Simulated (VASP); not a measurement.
# Pb (C2/m) in VASP: notebook, part 2 of 2

VASP 6.6.1.

### 4 Single point, PBEsol

This run uses another cell than the first one, of 30.05 Å³/atom.

Input file INCAR:

```
SYSTEM = Pb
  PREC = Accurate
  ENCUT = 520
  EDIFF = 1E-7
  ISMEAR = -1
  SIGMA = 0.05
  LREAL = .FALSE.
  LASPH = .TRUE.
  NELM = 60
  ALGO = Normal
  ISIF = 2
  LWAVE = .FALSE.
  LCHARG = .TRUE.
  GGA = PS
  LELF = .TRUE.
  LVHAR = .TRUE.
  NBANDS = 21
```

Input file KPOINTS:

```
regular mesh
0
G
  9 9 5
  0 0 0
```

Input file POSCAR:

```
Pb
1.0
    3.0164814228     -1.7477820917     -0.5309769010
    3.0164814228      1.7477820917     -0.5309769010
   -3.1651602027      0.0000000000      6.2573332638
Pb
2
Direct
    1.0001722462      1.0001722462      0.7502524314
   -0.0001722462     -0.0001722462      0.2497475686
```

Potentials or basis: VASP PAW PBE potentials, release 64 (Pb_d).

Run with:

```console
$ cat potpaw_PBE.64/Pb_d/POTCAR > POTCAR
$ mpirun -np 1 vasp_std > vasp.out
```

OUTCAR:

```text
SYSTEM = Pb
   PREC = Accurate
   ENCUT = 520
   EDIFF = 1E-7
   ISMEAR = -1
   LREAL = .FALSE.
   LASPH = .TRUE.
   NELM = 60
   ISIF = 2
   GGA = PS

 ion  position               nearest neighbor table
   1  0.000  0.000  0.750-   2 3.44   2 3.44   2 3.45   2 3.45   2 3.50   2 3.51
   2  1.000  1.000  0.250-   1 3.44   1 3.44   1 3.45   1 3.45   1 3.50   1 3.51

  Warning from LATTYP: Got some problem with cell dimensions!
  Tried to take original basis but could not verify dimensions!
  LATTYP: Found a base centered monoclinic cell.
 ALAT       =     6.1257151888
 B/A-ratio  =     0.5706377257
 C/A-ratio  =     0.9687569106
 COS(beta)  =    -0.3241662347

  Lattice vectors:

 A1 = (  -3.0164814228,   1.7477820917,   0.5309769010)
 A2 = (  -3.0164814228,  -1.7477820917,   0.5309769010)
 A3 = (   2.8678026429,  -0.0000000000,   5.1953794618)

Analysis of symmetry for initial positions (statically):
=====================================================================
 Subroutine PRICEL returns:
 Original cell was already a primitive cell.

 Routine SETGRP: Setting up the symmetry group for a
 base centered monoclinic supercell.

 Subroutine GETGRP returns: Found  4 space group operations
 (whereof  4 operations were pure point group operations)
 out of a pool of  4 trial point group operations.

The static configuration has the point symmetry C_2h.

Analysis of symmetry for dynamics (positions and initial velocities):
=====================================================================
 Subroutine PRICEL returns:
 Original cell was already a primitive cell.

 Routine SETGRP: Setting up the symmetry group for a
 base centered monoclinic supercell.

 Subroutine GETGRP returns: Found  4 space group operations
 (whereof  4 operations were pure point group operations)
 out of a pool of  4 trial point group operations.

The dynamic configuration has the point symmetry C_2h.

 Subroutine INISYM returns: Found  4 space group operations
[... 112 lines left out ...]
   ISMEAR =    -1;   SIGMA  =   0.05  broadening in eV -4-tet -1-fermi 0-gaus
   EFERMI_NEDOS =   21; number of points for ismear=-14 and -15
   IALGO  =     38    algorithm
   IMIX   =      4    mixing-type and parameters
     AMIX     =   0.40;   BMIX     =  1.00
     AMIX_MAG =   1.60;   BMIX_MAG =  1.00
  volume/ion in A,a.u.               =      30.05       202.80
  Fermi-wavevector in a.u.,A,eV,Ry     =   1.269088  2.398229 21.913344  1.610585
  Thomas-Fermi vector in A             =   2.402148
   LORBIT       =      0    0 simple, 1 ext, 2 COOP (PROOUT), +10 PAW based schemes
   GGA     = PS    functional components
   LHFCALC =     F    Hartree Fock is set to
   AEXX    =    0.0000 exact exchange contribution
   IVDW    =     0    specifies the selected vdW correction
   LEPSILON=     F    determine dielectric tensor
   LRPA    =     F    only Hartree local field effects (RPA)
 non-spin polarized calculation
  energy-cutoff  :      520.00
  volume of cell :       60.10
 maximum number of plane-waves:      1644
 NGX is ok and might be reduce to    28
   NGX = 13   NGY = 13   NGZ = 25

 number of electron      27.9999999 magnetization

 Free energy of the ion-electron system (eV)
  ---------------------------------------------------
  ext. energy  EPLUGINS =         0.00000000
  ---------------------------------------------------
  free energy    TOTEN  =        -8.01485889 eV

  energy without entropy =       -8.00807329  energy(sigma->0) =       -8.01146609

 E-fermi :   7.1604     XC(G=0): -10.3835

 val. band max:        7.1383802729   @ k =   0.3333   0.3333   0.4000
 cond. band min:       7.1939617726   @ k =  -0.4444   0.2222  -0.0000
 fundamental gap:      0.0555814997
 Fermi energy:         7.1604010209

 k-point     1 :       0.0000    0.0000    0.0000
  band No.  band energies     occupation
      1      -9.8281      2.00000
      2      -9.8079      2.00000
      3      -9.7998      2.00000
      4      -9.7842      2.00000
      5      -9.7761      2.00000
      6      -9.7698      2.00000
[... 565 lines left out ...]
     20      13.8605      0.00000
     21      16.2544      0.00000

 [... further k-points ...]

------------------------ aborting loop because EDIFF is reached ----------------------------------------

  FORCE on cell =-STRESS in cart. coord.  units (eV):
  Direction    XX          YY          ZZ          XY          YZ          ZX
  --------------------------------------------------------------------------------------
  -------------------------------------------------------------------------------------
  Total       -0.0239740     -0.0397483     -0.0308165      0.0000000      0.0000000     -0.0104979
  in kB       -0.6390635     -1.0595532     -0.8214607      0.0000000      0.0000000     -0.2798383
  external PRESSURE =      -0.8400258 kB  Pullay stress =       0.0000000 kB

 VOLUME and BASIS-vectors are now :
 -----------------------------------------------------------------------------
  energy-cutoff  :      520.00
  volume of cell :       60.10
      direct lattice vectors                 reciprocal lattice vectors
     3.016481423 -1.747782092 -0.530976901     0.181957379 -0.286076853  0.092039889
     3.016481423  1.747782092 -0.530976901     0.181957379  0.286076853  0.092039889
    -3.165160203  0.000000000  6.257333264     0.030880620  0.000000000  0.175432898

 POSITION                                       TOTAL-FORCE (eV/Angst)
 -----------------------------------------------------------------------------------
     -2.37363      0.00000      4.69440        -0.001520      0.000000     -0.006320
      5.24143      0.00000      0.50098         0.001520      0.000000      0.006320
 -----------------------------------------------------------------------------------
    total drift:                                0.000000      0.000000     -0.000000

  FREE ENERGIE OF THE ION-ELECTRON SYSTEM (eV)
  ---------------------------------------------------
  free  energy   TOTEN  =        -8.0148588916 eV

  energy  without entropy=       -8.0080732892  energy(sigma->0) =       -8.01146609
```

OSZICAR:

```text
N       E                     dE             d eps       ncg     rms          rms(c)
DAV:   1     0.291384162761E+03    0.29138E+03   -0.14221E+04  4830   0.163E+03
DAV:   2     0.124328965812E+02   -0.27895E+03   -0.27243E+03  4870   0.405E+02
DAV:   3    -0.741473829856E+01   -0.19848E+02   -0.19624E+02  5920   0.134E+02
DAV:   4    -0.801958939445E+01   -0.60485E+00   -0.60454E+00  5727   0.265E+01
DAV:   5    -0.804880750635E+01   -0.29218E-01   -0.29217E-01  6513   0.530E+00    0.830E-01
DAV:   6    -0.802197159729E+01    0.26836E-01   -0.48188E-02  6417   0.299E+00    0.392E-01
DAV:   7    -0.801529350689E+01    0.66781E-02   -0.17536E-02  6615   0.174E+00    0.131E-01
DAV:   8    -0.801486511008E+01    0.42840E-03   -0.10064E-03  6526   0.453E-01    0.157E-02
DAV:   9    -0.801485843587E+01    0.66742E-05   -0.39044E-05  6284   0.959E-02    0.616E-03
DAV:  10    -0.801485886538E+01   -0.42950E-06   -0.26693E-06  6486   0.164E-02    0.638E-04
DAV:  11    -0.801485889158E+01   -0.26204E-07   -0.11271E-07  3576   0.426E-03
   1 F= -.80148589E+01 E0= -.80114661E+01  d E =-.678560E-02
```

stdout:

```text
POSCAR found type information on POSCAR Pb
 POSCAR found :  1 types and       2 ions
 scaLAPACK will be used
 -----------------------------------------------------------------------------
|                                                                             |
|                                                                             |
|     You enforced a specific xc type in the INCAR file but a different       |
|     I HOPE YOU KNOW WHAT YOU ARE DOING!                                     |
|                                                                             |
 -----------------------------------------------------------------------------

 LDA part: xc-table for (Slater+PW92), standard interpolation
 POSCAR, INCAR and KPOINTS ok, starting setup
 FFT: planning ... GRIDC
 FFT: planning ... GRID_SOFT
 FFT: planning ... GRID
 WAVECAR not read
 entering main loop
```

Run time: 2.7 min. Hardware: 1 thread of AMD EPYC 7R43 (Zen 3), shared host; peak memory 0.22 GiB.

Results:

```yaml
Free_energy: -8.0149 eV
Pressure: -0.1 GPa
Largest_force: 0.007 eV/Å
Band_gap_on_the_k_mesh: zero (bands 14 and 15 overlap by 7.05 eV)
```

Forces on the atoms (eV/Å):
```
Pb  -0.002  0.000 -0.006
Pb   0.002  0.000  0.006
```

Levels at points of the mesh, in eV from the Fermi level:
| k point | band 10 | band 11 | band 12 | band 13 | band 14 | band 15 | band 16 | band 17 | band 18 | band 19 |
| --- | --- | --- | --- | --- | --- | --- | --- | --- | --- | --- |
| (0.00, 0.00, 0.00) | -16.65 | -11.79 | -7.91 | -4.18 | 5.40 | 5.43 | 7.09 | 7.56 | 7.86 | 9.15 |

Caveat: the PAW data sets were made with another functional, which shifts forces and pressure a little; spin-orbit coupling is left out, which moves the levels of the heavy elements.

### 5 Overview

| cell | gap on the mesh (eV) | pressure (GPa) |
| --- | --- | --- |
| a = 3.341, b = 3.341, c = 6.703 Å, angles 121.1, 121.1, 59.7°, 2 atoms | none | 9.9 |
| a = 3.416, b = 3.416, c = 6.844 Å, angles 121.3, 121.3, 59.7°, 2 atoms | none | 4.9 |
| a = 3.526, b = 3.526, c = 7.012 Å, angles 121.4, 121.4, 59.4°, 2 atoms | none | -0.1 |

Alike in all rows: task single point; level PBEsol; potentials or basis VASP PAW PBE potentials, release 64 (Pb_d); no spin polarisation; k mesh 9 × 9 × 5; cutoff (eV) 520; smearing fermi-dirac 0.05 eV.

Caveats: the PAW data sets were made with another functional, which shifts forces and pressure a little; spin-orbit coupling is left out, which moves the levels of the heavy elements; the cell stands under pressure (at least some runs).

Absolute energies hang on the potentials; compare differences alone.
